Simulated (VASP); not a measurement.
# Sn23O48 (a cell with a defect) in VASP: single point with PBEsol

Aim: the single point of Sn23O48 (a cell with a defect) with PBEsol.

Program: VASP 6.6.1. These are calculated values, not measurements. Logs are shortened: lines on timing, memory, paths and dates and some standing lists are left out, and cuts for length are marked.

## 1. The cell of the first run

The cell holds a defect, 71 atoms: a = 9.538 Å, b = 9.538 Å, c = 9.636 Å, α = 90.00°, β = 90.00°, γ = 90.00°.

## 2. Single point, PBEsol

File INCAR:

```
SYSTEM = Sn23O48
  PREC = Accurate
  ENCUT = 520
  EDIFF = 1E-6
  ISMEAR = -1
  SIGMA = 0.05
  LREAL = Auto
  LASPH = .TRUE.
  NELM = 120
  ALGO = Normal
  ISIF = 2
  LWAVE = .FALSE.
  LCHARG = .FALSE.
  GGA = PS
  NELECT = 614.0
  ISYM = -1
  NBANDS = 346
  GGA_COMPAT = .FALSE.
```

File KPOINTS:

```
explicit points
1
Reciprocal
  0.25000000   0.25000000   0.25000000 1
```

File POSCAR:

```
Sn23O48
1.0
    9.5380920000      0.0000000000      0.0000000000
    0.0000000000      9.5380920000      0.0000000000
    0.0000000000      0.0000000000      9.6363030000
Sn O
23 48
Direct
    0.9998170000      0.9997860000      0.0009860000
    0.9998040000      0.9997850000      0.3334910000
    0.9997840000      0.9997570000      0.6659970000
    0.9998040000      0.4997720000      0.9998060000
    0.9997810000      0.4997750000      0.3334910000
    0.9997840000      0.4997630000      0.6671750000
    0.4997950000      0.9997810000      0.9998070000
    0.4997980000      0.9997530000      0.3334900000
    0.4997880000      0.9997640000      0.6671740000
    0.4998780000      0.4998480000      0.0088640000
    0.4997160000      0.4996890000      0.6581300000
    0.2545730000      0.2545520000      0.1709210000
    0.2545230000      0.2545030000      0.4962720000
    0.2490230000      0.2489970000      0.8335940000
    0.2532480000      0.7463800000      0.1661130000
    0.2531680000      0.7463130000      0.5008750000
    0.2520870000      0.7474890000      0.8334910000
    0.7464090000      0.2532210000      0.1661120000
    0.7463320000      0.2531520000      0.5008730000
    0.7475100000      0.2520560000      0.8334930000
    0.7450920000      0.7450680000      0.1707020000
    0.7450330000      0.7450070000      0.4960640000
    0.7505620000      0.7505400000      0.8333880000
    0.1533310000      0.1532890000      0.0021990000
    0.1493720000      0.1493550000      0.3335490000
    0.1532880000      0.1532460000      0.6649810000
    0.1441800000      0.6588430000      0.9968200000
    0.1465610000      0.6577570000      0.3334820000
    0.1439210000      0.6590430000      0.6702210000
    0.6588850000      0.1441340000      0.9968230000
    0.6578000000      0.1465160000      0.3334780000
    0.6590800000      0.1438860000      0.6702160000
    0.6550400000      0.6550000000      0.9980430000
    0.6564670000      0.6563990000      0.3332980000
    0.6549370000      0.6549010000      0.6687080000
    0.3446500000      0.3446420000      0.9982650000
    0.3431490000      0.3431720000      0.3336730000
    0.3445540000      0.3445400000      0.6689510000
    0.3405170000      0.8556420000      0.9967780000
    0.3417910000      0.8530010000      0.3335070000
    0.3407080000      0.8554020000      0.6701530000
    0.8556460000      0.3405110000      0.9967760000
    0.8530180000      0.3417790000      0.3335040000
    0.8553940000      0.3407060000      0.6701540000
    0.8463100000      0.8462950000      0.0019860000
    0.8502000000      0.8502420000      0.3334370000
    0.8462620000      0.8462530000      0.6647960000
    0.0960870000      0.4041610000      0.1656590000
    0.0959830000      0.4040940000      0.5013680000
    0.0996180000      0.4056240000      0.8334900000
    0.0978260000      0.9016820000      0.1655490000
    0.0978450000      0.9017060000      0.5014330000
    0.0961080000      0.9034620000      0.8334920000
    0.6030620000      0.3969310000      0.1535330000
    0.6025730000      0.3964440000      0.5134630000
    0.5957490000      0.4038170000      0.8334960000
    0.5954630000      0.9035560000      0.1656060000
    0.5953880000      0.9034440000      0.5013290000
    0.5939200000      0.8999300000      0.8334900000
    0.4042000000      0.0960830000      0.1656630000
    0.4041300000      0.0959780000      0.5013630000
    0.4056600000      0.0996090000      0.8334930000
    0.3969950000      0.6030810000      0.1535170000
    0.3964720000      0.6025730000      0.5134860000
    0.4038640000      0.5957470000      0.8334960000
    0.9017350000      0.0978270000      0.1655430000
    0.9017480000      0.0978440000      0.5014390000
    0.9035050000      0.0960970000      0.8334920000
    0.9036130000      0.5954730000      0.1656070000
    0.9034880000      0.5953880000      0.5013290000
    0.8999600000      0.5939080000      0.8334920000
```

Potentials or basis: VASP PAW PBE potentials, release 64 (Sn_d, O).

Started as:

```
$ cat potpaw_PBE.64/Sn_d/POTCAR potpaw_PBE.64/O/POTCAR > POTCAR
$ mpirun -np 1 vasp_std > vasp.out
```

OUTCAR:

```text
SYSTEM = Sn23O48
   PREC = Accurate
   ENCUT = 520
   EDIFF = 1E-6
   ISMEAR = -1
   LREAL = Auto
   LASPH = .TRUE.
   NELM = 120
   ISIF = 2
   GGA = PS
   NELECT = 614.0
   ISYM = -1

 ion  position               nearest neighbor table
   1  1.000  1.000  0.001-  66 2.06  51 2.06  45 2.07  24 2.07  53 2.07  68 2.07   2 3.20   3 3.23
                            14 3.73  23 3.73
   2  1.000  1.000  0.333-  25 2.02  46 2.02  52 2.09  66 2.09  51 2.09  67 2.09   1 3.20   3 3.20

   3  1.000  1.000  0.666-  52 2.06  67 2.06  26 2.07  47 2.07  53 2.07  68 2.07   2 3.20   1 3.23
                            23 3.73  14 3.73
   4  1.000  0.500  1.000-  42 2.05  27 2.05  69 2.06  48 2.06  50 2.07  71 2.07   6 3.21   5 3.22
                            14 3.73  18 3.73  17 3.73  20 3.73  23 3.73  15 3.73  21 3.75  12 3.75
   5  1.000  0.500  0.333-  43 2.06  28 2.06  70 2.07  48 2.07  69 2.07  49 2.07   6 3.22   4 3.22
                            22 3.72  12 3.72  21 3.72  13 3.72  18 3.74  16 3.74  15 3.74  19 3.74
   6  1.000  0.500  0.667-  29 2.05  44 2.05  49 2.06  70 2.06  71 2.07  50 2.07   4 3.21   5 3.22
                            23 3.73  16 3.73  20 3.73  17 3.73  14 3.73  19 3.73  13 3.75  22 3.75
   7  0.500  1.000  1.000-  39 2.05  30 2.05  57 2.06  60 2.06  62 2.07  59 2.07   9 3.21   8 3.22
                            14 3.73  15 3.73  20 3.73  17 3.73  23 3.73  18 3.73  21 3.75  12 3.75
   8  0.500  1.000  0.333-  40 2.06  31 2.06  58 2.07  60 2.07  57 2.07  61 2.07   7 3.22   9 3.22
                            22 3.72  12 3.72  21 3.72  13 3.72  15 3.74  19 3.74  16 3.74  18 3.74
   9  0.500  1.000  0.667-  32 2.05  41 2.05  61 2.06  58 2.06  59 2.07  62 2.07   7 3.21   8 3.22
                            23 3.73  19 3.73  17 3.73  20 3.73  14 3.73  16 3.73  13 3.75  22 3.75
  10  0.500  0.500  0.009-  63 1.97  54 1.97  33 2.10  36 2.10  56 2.13  65 2.13  11 3.38  18 3.65
                            15 3.66  21 3.66  12 3.66  20 3.74  17 3.74
  11  0.500  0.500  0.658-  64 1.97  55 1.97  38 2.10  35 2.10  56 2.13  65 2.13  10 3.38  19 3.65
                            16 3.66  13 3.66  22 3.66  20 3.74  17 3.74
[... 55 lines left out ...]
  55  0.603  0.396  0.513-  19 1.94  11 1.97
  56  0.596  0.404  0.833-  20 2.05  11 2.13  10 2.13
  57  0.595  0.904  0.166-   7 2.06   8 2.07  21 2.08
  58  0.595  0.903  0.501-   9 2.06   8 2.07  22 2.08
  59  0.594  0.900  0.833-  23 2.06   9 2.07   7 2.07
  60  0.404  0.096  0.166-   7 2.06   8 2.07  12 2.08
  61  0.404  0.096  0.501-   9 2.06   8 2.07  13 2.08
  62  0.406  0.100  0.833-  14 2.06   7 2.07   9 2.07
  63  0.397  0.603  0.154-  15 1.94  10 1.97
  64  0.396  0.603  0.513-  16 1.94  11 1.97
  65  0.404  0.596  0.833-  17 2.05  11 2.13  10 2.13
  66  0.902  0.098  0.166-   1 2.06   2 2.09  18 2.10
  67  0.902  0.098  0.501-   3 2.06   2 2.09  19 2.10
  68  0.904  0.096  0.833-   3 2.07   1 2.07  20 2.10
  69  0.904  0.595  0.166-   4 2.06   5 2.07  21 2.08
  70  0.903  0.595  0.501-   6 2.06   5 2.07  22 2.08
  71  0.900  0.594  0.833-  23 2.06   6 2.07   4 2.07

IMPORTANT INFORMATION: All symmetrisations will be switched off!
NOSYMM: (Re-)initialisation of all symmetry stuff for point group C_1.

----------------------------------------------------------------------------------------

                                     Primitive cell

  volume of cell :     876.6646

  direct lattice vectors                    reciprocal lattice vectors
     9.538092000  0.000000000  0.000000000     0.104842771  0.000000000  0.000000000
     0.000000000  9.538092000  0.000000000     0.000000000  0.104842771  0.000000000
     0.000000000  0.000000000  9.636303000     0.000000000  0.000000000  0.103774238

  length of vectors
     9.538092000  9.538092000  9.636303000     0.104842771  0.104842771  0.103774238

  position of ions in fractional coordinates (direct lattice)
     0.999817000  0.999786000  0.000986000
     0.999804000  0.999785000  0.333491000
     0.999784000  0.999757000  0.665997000
     0.999804000  0.499772000  0.999806000
     0.999781000  0.499775000  0.333491000
     0.999784000  0.499763000  0.667175000
[... 63 lines left out ...]
     0.903488000  0.595388000  0.501329000
     0.899960000  0.593908000  0.833492000

  ion indices of the primitive-cell ions
   primitive index   ion index
                 1           1
                 2           2
                 3           3
                 4           4
                 5           5
                 6           6
[... 63 lines left out ...]
                70          70
                71          71

----------------------------------------------------------------------------------------

 KPOINTS: explicit points

Read explicit list of k-points.

 Found      1 k-points:

 Following reciprocal coordinates:
            Coordinates               Weight
  0.250000  0.250000  0.250000      1.000000
   k-points           NKPTS =      1   k-points in BZ     NKDIM =      1   number of bands    NBANDS=    346
   number of dos      NEDOS =    301   number of ions     NIONS =     71
   total plane-waves  NPLWV = 373248
   dimension x,y,z NGX =    72 NGY =   72 NGZ =   72
   dimension x,y,z NGXF=   144 NGYF=  144 NGZF=  144
   ions per type =              23  48
   NGX,Y,Z   is equivalent  to a cutoff of  12.55, 12.55, 12.42 a.u.
   NGXF,Y,Z  is equivalent  to a cutoff of  25.10, 25.10, 24.84 a.u.
 SYSTEM =  Sn23O48
   PREC   = accura    normal or accurate (medium, high low for compatibility)
   ISTART =      0    job   : 0-new  1-cont  2-samecut
   ICHARG =      2    charge: 1-file 2-atom 10-const
   ISPIN  =      1    spin polarized calculation?
   LNONCOLLINEAR =      F non collinear calculations
   LSORBIT =      F    spin-orbit coupling
   LASPH  =      T    aspherical Exc in radial PAW
   ENCUT  =  520.0 eV  38.22 Ry    6.18 a.u.  17.73 17.73 17.92*2*pi/ulx,y,z
   NELM   =    120;   NELMIN=  2; NELMDL= -5     # of ELM steps
   EDIFF  = 0.1E-05   stopping-criterion for ELM
   LREAL  =      T    real-space projection
   EDIFFG = 0.1E-04   stopping-criterion for IOM
   NSW    =      0    number of steps for IOM
   IBRION =     -1    ionic relax: 0-MD 1-quasi-New 2-CG
   NFREE  =      0    steps in history (QN), initial steepest desc. (CG)
   ISIF   =      2    stress and relaxation
   ISYM   =     -1    0-nonsym 1-usesym 2-fastsym
   POTIM  = 0.5000    time-step for ionic-motion
   TEBEG  =    0.0;   TEEND  =   0.0 temperature during run
   PSTRESS=    0.0 pullay stress
   NELECT =     614.0000    total number of electrons
   NUPDOWN=      -1.0000    fix difference up-down
   EMIN   =  10.00;   EMAX   =-10.00  energy-range for DOS
   EFERMI =   0.00;   METHOD = LEGACY
   ISMEAR =    -1;   SIGMA  =   0.05  broadening in eV -4-tet -1-fermi 0-gaus
   EFERMI_NEDOS =   21; number of points for ismear=-14 and -15
   IALGO  =     38    algorithm
   IMIX   =      4    mixing-type and parameters
     AMIX     =   0.40;   BMIX     =  1.00
     AMIX_MAG =   1.60;   BMIX_MAG =  1.00
  volume/ion in A,a.u.               =      12.35        83.32
  Fermi-wavevector in a.u.,A,eV,Ry     =   1.453851  2.747379 28.758386  2.113682
  Thomas-Fermi vector in A             =   2.571069
   LORBIT       =      0    0 simple, 1 ext, 2 COOP (PROOUT), +10 PAW based schemes
   GGA     = PS    functional components
   LHFCALC =     F    Hartree Fock is set to
   AEXX    =    0.0000 exact exchange contribution
   IVDW    =     0    specifies the selected vdW correction
   LEPSILON=     F    determine dielectric tensor
   LRPA    =     F    only Hartree local field effects (RPA)
 non-spin polarized calculation
  energy-cutoff  :      520.00
  volume of cell :      876.66
 maximum number of plane-waves:     23594
 NGX is ok and might be reduce to    70
   NGX = 35   NGY = 35   NGZ = 35

 number of electron     614.0000058 magnetization

 Free energy of the ion-electron system (eV)
  ---------------------------------------------------
  ext. energy  EPLUGINS =         0.00000000
  ---------------------------------------------------
  free energy    TOTEN  =      -437.13317779 eV

  energy without entropy =     -437.13317769  energy(sigma->0) =     -437.13317774

 E-fermi :   6.6812     XC(G=0): -11.3373

 val. band max:        5.7822758158   @ k =   0.2500   0.2500   0.2500
 cond. band min:       7.5531781816   @ k =   0.2500   0.2500   0.2500
 fundamental gap:      1.7709023657
 Fermi energy:         6.6812185718

 k-point     1 :       0.2500    0.2500    0.2500
  band No.  band energies     occupation
      1     -15.8149      2.00000
      2     -15.7515      2.00000
      3     -15.6672      2.00000
      4     -15.6519      2.00000
      5     -15.6197      2.00000
      6     -15.6094      2.00000
[... 311 lines left out ...]
    318      10.3830      0.00000
    319      10.4179      0.00000
 [bands above 319 left out]

------------------------ aborting loop because EDIFF is reached ----------------------------------------

  FORCE on cell =-STRESS in cart. coord.  units (eV):
  Direction    XX          YY          ZZ          XY          YZ          ZX
  --------------------------------------------------------------------------------------
  -------------------------------------------------------------------------------------
  Total       57.9168001     57.8928875     54.3017123      1.2585476     -0.3114396     -0.3151854
  in kB      105.8477620    105.8040598     99.2408888      2.3001002     -0.5691817     -0.5760275
  external PRESSURE =     103.6309035 kB  Pullay stress =       0.0000000 kB

 VOLUME and BASIS-vectors are now :
 -----------------------------------------------------------------------------
  energy-cutoff  :      520.00
  volume of cell :      876.66
      direct lattice vectors                 reciprocal lattice vectors
     9.538092000  0.000000000  0.000000000     0.104842771  0.000000000  0.000000000
     0.000000000  9.538092000  0.000000000     0.000000000  0.104842771  0.000000000
     0.000000000  0.000000000  9.636303000     0.000000000  0.000000000  0.103774238

 POSITION                                       TOTAL-FORCE (eV/Angst)
 -----------------------------------------------------------------------------------
      9.53635      9.53605      0.00950         0.001304      0.000281     -0.003167
      9.53622      9.53604      3.21362         0.004725      0.005744     -0.002337
      9.53603      9.53577      6.41775         0.000597     -0.000281      0.002274
      9.53622      4.76687      9.63443         0.005756      0.005962      0.004232
      9.53600      4.76690      3.21362         0.006507      0.004731     -0.001826
      9.53603      4.76679      6.42910         0.000694      0.002609      0.000946
[... 63 lines left out ...]
      8.61755      5.67887      4.83096        -0.010068      0.018460      0.001840
      8.58390      5.66475      8.03178        -0.009777      0.013167     -0.000191
 -----------------------------------------------------------------------------------
    total drift:                                0.026428      0.025321     -0.013154

  FREE ENERGIE OF THE ION-ELECTRON SYSTEM (eV)
  ---------------------------------------------------
  free  energy   TOTEN  =      -437.1331777910 eV

  energy  without entropy=     -437.1331776901  energy(sigma->0) =     -437.13317774
```

Wall time 8.2 min (1 thread of AMD EPYC 9R45 (Zen 5), shared host); peak memory 0.8 GiB.

Results:

| Item | Value |
| --- | --- |
| Free energy | -437.1332 eV |
| Largest force | 0.082 eV/Å |

Forces on the atoms (eV/Å):
```
Sn   0.001  0.000 -0.003
Sn   0.005  0.006 -0.002
Sn   0.001  0.000  0.002
Sn   0.006  0.006  0.004
Sn   0.007  0.005 -0.002
Sn   0.001  0.003  0.001
Sn   0.006  0.005  0.004
Sn   0.006  0.004 -0.002
Sn   0.001  0.001  0.001
Sn  -0.001 -0.001  0.007
Sn  -0.003 -0.003 -0.006
Sn   0.006  0.007 -0.016
Sn   0.007  0.008  0.017
Sn   0.010  0.011  0.000
Sn  -0.010  0.007  0.007
Sn  -0.009  0.007 -0.006
Sn  -0.005  0.003 -0.002
Sn   0.005 -0.009  0.007
Sn   0.007 -0.008 -0.007
Sn   0.003 -0.004 -0.003
Sn  -0.010 -0.009 -0.017
Sn  -0.012 -0.011  0.018
Sn  -0.014 -0.013 -0.002
O   -0.002 -0.003  0.009
O   -0.015 -0.017  0.002
O   -0.005 -0.004 -0.004
O   -0.017  0.002 -0.002
O   -0.020  0.004 -0.001
O   -0.016  0.001  0.001
O    0.002 -0.017 -0.002
O    0.003 -0.020 -0.001
O    0.001 -0.016  0.001
O   -0.007 -0.008 -0.011
O   -0.058 -0.058  0.004
O   -0.009 -0.009  0.012
O    0.008  0.008 -0.013
O    0.057  0.058 -0.002
O    0.006  0.006  0.013
O    0.000  0.017 -0.001
O   -0.005  0.018 -0.001
O    0.000  0.018  0.000
O    0.017 -0.001 -0.001
O    0.017 -0.005  0.000
O    0.018  0.000  0.001
O    0.004  0.004  0.009
O    0.014  0.013  0.000
O    0.005  0.005 -0.008
O    0.011 -0.021 -0.002
O    0.011 -0.020  0.003
O    0.008 -0.015 -0.001
O    0.022 -0.021  0.003
O    0.023 -0.022 -0.003
O    0.013 -0.013 -0.001
O   -0.014  0.014  0.019
O   -0.015  0.013 -0.018
O   -0.013  0.012  0.000
O    0.020 -0.011 -0.002
O    0.019 -0.011  0.001
O    0.014 -0.010  0.000
O   -0.021  0.010 -0.003
O   -0.019  0.011  0.002
O   -0.015  0.008 -0.001
O    0.013 -0.015  0.020
O    0.013 -0.015 -0.019
O    0.012 -0.014  0.000
O   -0.022  0.022  0.002
O   -0.022  0.023 -0.003
O   -0.013  0.012 -0.001
O   -0.012  0.019 -0.003
O   -0.010  0.018  0.002
O   -0.010  0.013  0.000
```

Levels at points of the mesh, in eV from the Fermi level:
| k point | band 303 | band 304 | band 305 | band 306 | band 307 | band 308 | band 309 | band 310 | band 311 | band 312 |
| --- | --- | --- | --- | --- | --- | --- | --- | --- | --- | --- |
| (0.25, 0.25, 0.25) | -1.10 | -1.07 | -1.05 | -0.92 | -0.90 | 0.87 | 2.22 | 2.42 | 2.49 | 2.96 |

Caveat: the cell carries a net charge on a neutralising background, which shifts energy and pressure; the cell is charged against a uniform background, so pressure and absolute levels hang on convention; the PAW data sets were made with another functional, which shifts forces and pressure a little; spin-orbit coupling is left out, which moves the levels of the heavy elements.
